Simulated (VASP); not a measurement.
# MoS2 (R3m) in VASP: single point with r2SCAN

Aim: the single point of MoS2 with r2SCAN.

Program: VASP 6.6.1. These are calculated values, not measurements. Logs are shortened: lines on timing, memory, paths and dates and some standing lists are left out, and cuts for length are marked.

## Step 1: The cell of the first run

The structure is trigonal, space group R3m (No. 160). The conventional cell has a = 3.185 Å, b = 3.185 Å, c = 19.491 Å, α = 90.00°, β = 90.00°, γ = 120.00°. Within 3.2 Å of Mo (site symmetry 3m) lie 6 S at 2.41 Å and 6 Mo at 3.19 Å. S (site symmetry 3m) has 3 Mo at 2.41 Å and 7 S at 3.10 to 3.19 Å within 3.2 Å. Within 3.2 Å of S (site symmetry 3m) lie 3 Mo at 2.41 Å and 7 S at 3.10 to 3.19 Å.

## Step 2: Single point, r2SCAN

POSCAR reads:

```
MoS2
1.0
    1.5925690322      0.9194701594      6.4969194029
   -1.5925690322      0.9194701594      6.4969194029
    0.0000000000     -1.8389403188      6.4969194029
Mo S
1 2
Direct
    0.0001059180      0.0001059180      0.0001059180
    0.2538071269      0.2538071269      0.2538071269
    0.4130869551      0.4130869551      0.4130869551
```

INCAR.step1 reads:

```
SYSTEM = MoS2
  ALGO = Normal
  EDIFF = 1E-4
  ENCUT = 520
  GGA = PE
  ISMEAR = -1
  LASPH = .TRUE.
  LCHARG = .FALSE.
  LREAL = .FALSE.
  LWAVE = .TRUE.
  NBANDS = 20
  NELM = 60
  PREC = Accurate
  SIGMA = 0.1
```

INCAR.step2 reads:

```
SYSTEM = MoS2
  ALGO = Normal
  EDIFF = 1E-6
  ENCUT = 520
  ISIF = 2
  ISMEAR = -1
  ISTART = 1
  LASPH = .TRUE.
  LCHARG = .FALSE.
  LMIXTAU = .TRUE.
  LREAL = .FALSE.
  LWAVE = .FALSE.
  METAGGA = R2SCAN
  NBANDS = 20
  NELM = 60
  PREC = Accurate
  SIGMA = 0.1
```

KPOINTS reads:

```
k-points
0
G
  12 12 12
  0 0 0
```

Potentials or basis: VASP PAW PBE potentials, release 64 (Mo_sv, S).

Launch:

```
$ cat potpaw_PBE.64/Mo_sv/POTCAR potpaw_PBE.64/S/POTCAR > POTCAR
$ cp INCAR.step1 INCAR
$ mpirun -np 1 vasp_std > vasp.out
$ cp INCAR.step2 INCAR
$ mpirun -np 1 vasp_std > vasp.out
```

OUTCAR:

```text
SYSTEM = MoS2
   EDIFF = 1E-6
   ENCUT = 520
   ISIF = 2
   ISMEAR = -1
   ISTART = 1
   LASPH = .TRUE.
   LREAL = .FALSE.
   METAGGA = R2SCAN
   NELM = 60
   PREC = Accurate

 ion  position               nearest neighbor table
   1  0.000  0.000  0.000-   2 2.41   2 2.41   2 2.41   3 2.41   3 2.41   3 2.41
   2  0.254  0.254  0.254-   1 2.41   1 2.41   1 2.41
   3  0.413  0.413  0.413-   1 2.41   1 2.41   1 2.41

  LATTYP: Found a trigonal (rhomboedric) cell.
 ALAT       =     6.7521598933
 COS(alpha) =     0.8887394781

  Lattice vectors:

 A1 = (   1.5925690322,   0.9194701594,   6.4969194029)
 A2 = (  -1.5925690322,   0.9194701594,   6.4969194029)
 A3 = (   0.0000000000,  -1.8389403188,   6.4969194029)

Analysis of symmetry for initial positions (statically):
=====================================================================
 Subroutine PRICEL returns:
 Original cell was already a primitive cell.

 Routine SETGRP: Setting up the symmetry group for a
 trigonal (rhombohedral) supercell.

 Subroutine GETGRP returns: Found  6 space group operations
 (whereof  6 operations were pure point group operations)
 out of a pool of 12 trial point group operations.

The static configuration has the point symmetry C_3v.

Analysis of symmetry for dynamics (positions and initial velocities):
=====================================================================
 Subroutine PRICEL returns:
 Original cell was already a primitive cell.

 Routine SETGRP: Setting up the symmetry group for a
 trigonal (rhombohedral) supercell.

 Subroutine GETGRP returns: Found  6 space group operations
 (whereof  6 operations were pure point group operations)
 out of a pool of 12 trial point group operations.

The dynamic configuration has the point symmetry C_3v.

 Subroutine INISYM returns: Found  6 space group operations
 (whereof  6 operations are pure point group operations),
 and found     1 'primitive' translations

----------------------------------------------------------------------------------------

                                     Primitive cell

  volume of cell :      57.0814

  direct lattice vectors                    reciprocal lattice vectors
     1.592569032  0.919470159  6.496919403     0.313958133  0.181263813  0.051306367
    -1.592569032  0.919470159  6.496919403    -0.313958133  0.181263813  0.051306367
     0.000000000 -1.838940319  6.496919403     0.000000000 -0.362527625  0.051306367

  length of vectors
     6.752159893  6.752159893  6.752159893     0.366140168  0.366140168  0.366140168

  position of ions in fractional coordinates (direct lattice)
     0.000105918  0.000105918  0.000105918
     0.253807127  0.253807127  0.253807127
     0.413086955  0.413086955  0.413086955

  ion indices of the primitive-cell ions
   primitive index   ion index
                 1           1
                 2           2
                 3           3

----------------------------------------------------------------------------------------

 KPOINTS: k-points

Automatic generation of k-mesh.
 Grid dimensions read from file:
 generate k-points for:   12   12   12

 Generating k-lattice:

  Cartesian coordinates                     Fractional coordinates (reciprocal lattice)
     0.026163178  0.015105318  0.004275531     0.083333333 -0.000000000 -0.000000000
    -0.026163178  0.015105318  0.004275531    -0.000000000  0.083333333 -0.000000000
     0.000000000 -0.030210635  0.004275531    -0.000000000 -0.000000000  0.083333333

  Length of vectors
     0.030511681  0.030511681  0.030511681

  Shift w.r.t. Gamma in fractional coordinates (k-lattice)
     0.000000000  0.000000000  0.000000000

 Subroutine IBZKPT returns following result:
 ===========================================

 Found    189 irreducible k-points:

 Following reciprocal coordinates:
            Coordinates               Weight
  0.000000  0.000000  0.000000      1.000000
  0.083333 -0.000000  0.000000      6.000000
  0.166667  0.000000  0.000000      6.000000
  0.250000  0.000000 -0.000000      6.000000
  0.333333 -0.000000  0.000000      6.000000
  0.416667 -0.000000 -0.000000      6.000000
[... 16 lines left out ...]
  0.500000  0.166667 -0.000000     12.000000
 -0.416667  0.166667  0.000000     12.000000
 [... further k-points ...]
   k-points           NKPTS =    189   k-points in BZ     NKDIM =    189   number of bands    NBANDS=     20
   number of dos      NEDOS =    301   number of ions     NIONS =      3
   total plane-waves  NPLWV = 125000
   dimension x,y,z NGX =    50 NGY =   50 NGZ =   50
   dimension x,y,z NGXF=   100 NGYF=  100 NGZF=  100
   ions per type =               1   2
   NGX,Y,Z   is equivalent  to a cutoff of  12.31, 12.31, 12.31 a.u.
   NGXF,Y,Z  is equivalent  to a cutoff of  24.62, 24.62, 24.62 a.u.
 SYSTEM =  MoS2
   PREC   = accura    normal or accurate (medium, high low for compatibility)
   ISTART =      1    job   : 0-new  1-cont  2-samecut
   ICHARG =      0    charge: 1-file 2-atom 10-const
   ISPIN  =      1    spin polarized calculation?
   LNONCOLLINEAR =      F non collinear calculations
   LSORBIT =      F    spin-orbit coupling
   LASPH  =      T    aspherical Exc in radial PAW
   ENCUT  =  520.0 eV  38.22 Ry    6.18 a.u.  12.55 12.55 12.55*2*pi/ulx,y,z
   NELM   =     60;   NELMIN=  2; NELMDL=  0     # of ELM steps
   EDIFF  = 0.1E-05   stopping-criterion for ELM
   LREAL  =      F    real-space projection
   EDIFFG = 0.1E-04   stopping-criterion for IOM
   NSW    =      0    number of steps for IOM
   IBRION =     -1    ionic relax: 0-MD 1-quasi-New 2-CG
   NFREE  =      0    steps in history (QN), initial steepest desc. (CG)
   ISIF   =      2    stress and relaxation
   ISYM   =      2    0-nonsym 1-usesym 2-fastsym
   POTIM  = 0.5000    time-step for ionic-motion
   TEBEG  =    0.0;   TEEND  =   0.0 temperature during run
   PSTRESS=    0.0 pullay stress
   NELECT =      26.0000    total number of electrons
   NUPDOWN=      -1.0000    fix difference up-down
   EMIN   =  10.00;   EMAX   =-10.00  energy-range for DOS
   EFERMI =   0.00;   METHOD = LEGACY
   ISMEAR =    -1;   SIGMA  =   0.10  broadening in eV -4-tet -1-fermi 0-gaus
   EFERMI_NEDOS =   21; number of points for ismear=-14 and -15
   IALGO  =     38    algorithm
   IMIX   =      4    mixing-type and parameters
     AMIX     =   0.40;   BMIX     =  1.00
     AMIX_MAG =   1.60;   BMIX_MAG =  1.00
  volume/ion in A,a.u.               =      19.03       128.40
  Fermi-wavevector in a.u.,A,eV,Ry     =   1.259605  2.380308 21.587071  1.586605
  Thomas-Fermi vector in A             =   2.393156
   LORBIT       =      0    0 simple, 1 ext, 2 COOP (PROOUT), +10 PAW based schemes
   METAGGA = R2SCAN    functional components
   LHFCALC =     F    Hartree Fock is set to
   AEXX    =    0.0000 exact exchange contribution
   IVDW    =     0    specifies the selected vdW correction
   LEPSILON=     F    determine dielectric tensor
   LRPA    =     F    only Hartree local field effects (RPA)
 non-spin polarized calculation
  energy-cutoff  :      520.00
  volume of cell :       57.08
 maximum number of plane-waves:      1556
   NGX = 25   NGY = 25   NGZ = 25

 number of electron      25.9999999 magnetization

 Free energy of the ion-electron system (eV)
  ---------------------------------------------------
  ext. energy  EPLUGINS =         0.00000000
  ---------------------------------------------------
  free energy    TOTEN  =       -45.04079073 eV

  energy without entropy =      -45.04067113  energy(sigma->0) =      -45.04073093

 E-fermi :   6.9552     XC(G=0): -11.0335

 val. band max:        6.4668348718   @ k =   0.5000   0.5000   0.5000
 cond. band min:       7.6344723456   @ k =  -0.1667   0.5000   0.1667
 fundamental gap:      1.1676374737
 Fermi energy:         6.9551705878

 k-point     1 :       0.0000    0.0000    0.0000
  band No.  band energies     occupation
      1     -56.9125      2.00000
      2     -30.3250      2.00000
      3     -30.1167      2.00000
      4     -30.1167      2.00000
      5      -8.9551      2.00000
      6      -7.3753      2.00000
[... 12 lines left out ...]
     19      14.7885      0.00000
     20      15.5399      0.00000

 k-point     2 :       0.0833   -0.0000    0.0000
  band No.  band energies     occupation
      1     -56.9098      2.00000
      2     -30.3195      2.00000
      3     -30.1441      2.00000
      4     -30.1229      2.00000
      5      -8.8472      2.00000
      6      -7.3388      2.00000
[... 12 lines left out ...]
     19      14.9090      0.00000
     20      15.9902      0.00000

 k-point     3 :       0.1667    0.0000    0.0000
  band No.  band energies     occupation
      1     -56.9023      2.00000
      2     -30.3045      2.00000
      3     -30.2182      2.00000
      4     -30.1398      2.00000
      5      -8.5404      2.00000
      6      -7.2352      2.00000
[... 12 lines left out ...]
     19      15.2884      0.00000
     20      16.3903      0.00000

 k-point     4 :       0.2500    0.0000   -0.0000
  band No.  band energies     occupation
      1     -56.8920      2.00000
      2     -30.3181      2.00000
      3     -30.2840      2.00000
      4     -30.1627      2.00000
      5      -8.0863      2.00000
      6      -7.0830      2.00000
[... 12 lines left out ...]
     19      15.4170      0.00000
     20      15.8159      0.00000

 k-point     5 :       0.3333   -0.0000    0.0000
  band No.  band energies     occupation
      1     -56.8817      2.00000
      2     -30.4165      2.00000
      3     -30.2633      2.00000
      4     -30.1855      2.00000
      5      -7.5770      2.00000
      6      -6.9164      2.00000
[... 12 lines left out ...]
     19      14.2589      0.00000
     20      14.9417      0.00000
[... 353 lines left out ...]
      6      -7.0211      2.00000
[... 12 lines left out ...]
     19      15.4552      0.00000
     20      16.0976      0.00000

 k-point    22 :       0.4167    0.1667   -0.0000
  band No.  band energies     occupation
      1     -56.8779      2.00000
      2     -30.4163      2.00000
      3     -30.2558      2.00000
      4     -30.2310      2.00000
      5      -7.3656      2.00000
      6      -6.8604      2.00000
[... 12 lines left out ...]
     19      15.0235      0.00000
     20      15.8525      0.00000

 k-point    23 :       0.5000    0.1667   -0.0000
  band No.  band energies     occupation
      1     -56.8713      2.00000
      2     -30.4640      2.00000
      3     -30.2597      2.00000
      4     -30.2426      2.00000
      5      -6.9935      2.00000
      6      -6.7263      2.00000
[... 12 lines left out ...]
     19      15.1860      0.00000
     20      15.7263      0.00000

 k-point    24 :      -0.4167    0.1667    0.0000
  band No.  band energies     occupation
      1     -56.8689      2.00000
      2     -30.4812      2.00000
      3     -30.2704      2.00000
      4     -30.2378      2.00000
      5      -6.8518      2.00000
      6      -6.6690      2.00000
[... 12 lines left out ...]
     19      15.4342      0.00000
     20      15.7450      0.00000

 [... further k-points ...]
[... 5 lines left out ...]
  --------------------------------------------------------------------------------------
  -------------------------------------------------------------------------------------
  Total        0.0250652      0.0250652     -0.0021468      0.0000000      0.0000000      0.0000000
  in kB        0.7035372      0.7035372     -0.0602574      0.0000000      0.0000000      0.0000000
  external PRESSURE =       0.4489390 kB  Pullay stress =       0.0000000 kB

 VOLUME and BASIS-vectors are now :
 -----------------------------------------------------------------------------
  energy-cutoff  :      520.00
  volume of cell :       57.08
      direct lattice vectors                 reciprocal lattice vectors
     1.592569032  0.919470159  6.496919403     0.313958133  0.181263813  0.051306367
    -1.592569032  0.919470159  6.496919403    -0.313958133  0.181263813  0.051306367
     0.000000000 -1.838940319  6.496919403     0.000000000 -0.362527625  0.051306367

 POSITION                                       TOTAL-FORCE (eV/Angst)
 -----------------------------------------------------------------------------------
      0.00000      0.00000      0.00206         0.000000     -0.000000      0.000010
      0.00000      0.00000      4.94689         0.000000      0.000000     -0.003596
      0.00000      0.00000      8.05138         0.000000     -0.000000      0.003586
 -----------------------------------------------------------------------------------
    total drift:                                0.000000     -0.000000      0.000111

  FREE ENERGIE OF THE ION-ELECTRON SYSTEM (eV)
  ---------------------------------------------------
  free  energy   TOTEN  =       -45.0407907349 eV

  energy  without entropy=      -45.0406711280  energy(sigma->0) =      -45.04073093
```

Wall time 65 min (1 thread of AMD EPYC 9755, shared host); peak memory 0.47 GiB.

What came out:

```yaml
Free_energy: -45.0408 eV
Pressure: 0.0 GPa
Largest_force: 0.004 eV/Å
Band_gap_on_the_k_mesh: 1.17 eV (least direct gap 1.77 eV)
```

Forces in eV/Å, atoms in the order of the input:
```
Mo   0.000  0.000  0.000
S    0.000  0.000 -0.004
S    0.000  0.000  0.004
```

Stress tensor (GPa, compression positive):
```
 0.07  0.00  0.00
 0.00  0.07  0.00
 0.00  0.00 -0.01
```

Caveat: the PAW data sets were made with another functional, which shifts forces and pressure a little. A k mesh can miss the band edges.
